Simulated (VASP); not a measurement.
Set up this calculation in VASP 6.6.1, as the native input.

| Quantity | Value |
| --- | --- |
| Task | single point |
| Functional | r2SCAN |
| Potentials or basis | VASP PAW PBE potentials, release 64 (S) |
| Cutoff | 520 eV |
| k mesh | 4 × 4 × 7 |
| Occupations | methfessel-paxton, width 0.025 eV |
| Spin | no spin polarisation |
| Dipole correction | no |
| Further INCAR settings | ALGO = Normal; EDIFF = 1e-06; NBANDS = 20 |

The system is S.

```
S
1.0
     5.67805    0.00000    0.00000
     0.00000    5.67805    0.00000
     0.00000    0.00000    2.94962
S
4
Direct
  0.62013 0.37417 0.00720
  0.38036 0.62537 0.99163
  0.11657 0.11361 0.49008
  0.88605 0.88765 0.51133
```

One way to write it, as run:

POSCAR

```
S
1.0
    5.6780537900      0.0000000000      0.0000000000
    0.0000000000      5.6780537900      0.0000000000
    0.0000000000      0.0000000000      2.9496155800
S
4
Direct
    0.6201300000      0.3741710000      0.0072010000
    0.3803580000      0.6253660000     -0.0083740000
    0.1165660000      0.1136090000      0.4900850000
    0.8860490000      0.8876470000      0.5113270000
```

INCAR.step1

```
  PREC = Accurate
  ENCUT = 520
  ISMEAR = 1
  SIGMA = 0.025
  LREAL = F
  LASPH = T
  NELM = 60
  NBANDS = 20
  GGA = PE
  ALGO = Normal
  EDIFF = 1E-4
  LWAVE = T
  LCHARG = F
```

INCAR.step2

```
  PREC = Accurate
  ENCUT = 520
  EDIFF = 1E-6
  ISMEAR = 1
  SIGMA = 0.025
  LREAL = F
  LASPH = T
  NELM = 60
  ALGO = Normal
  ISIF = 2
  LWAVE = F
  LCHARG = F
  METAGGA = R2SCAN
  LMIXTAU = T
  NBANDS = 20
  ISTART = 1
```

KPOINTS

```
Automatic mesh
0
Gamma
  4 4 7
```

Potentials or basis: VASP PAW PBE potentials, release 64 (S).

Command:

```sh
$ cat potpaw_PBE.64/S/POTCAR > POTCAR
$ cp INCAR.step1 INCAR
$ mpirun -np 1 vasp_std > vasp.out
$ cp INCAR.step2 INCAR
$ mpirun -np 1 vasp_std > vasp.out
```

Results of the run:

| Quantity | Value |
| --- | --- |
| Pressure | -0.5 GPa |
| Largest force | 2.242 eV/Å |
| Band gap on the k mesh | zero (band 12 reaches 3.81 eV, above the bottom of band 13 at 2.35 eV) |

Caveat: the PAW data sets were made with another functional, which shifts forces and pressure a little.

It took 2.2 min on 1 thread of Intel(R) Xeon(R) 6975P-C (Granite Rapids), on a shared host, peak memory 0.24 GiB.
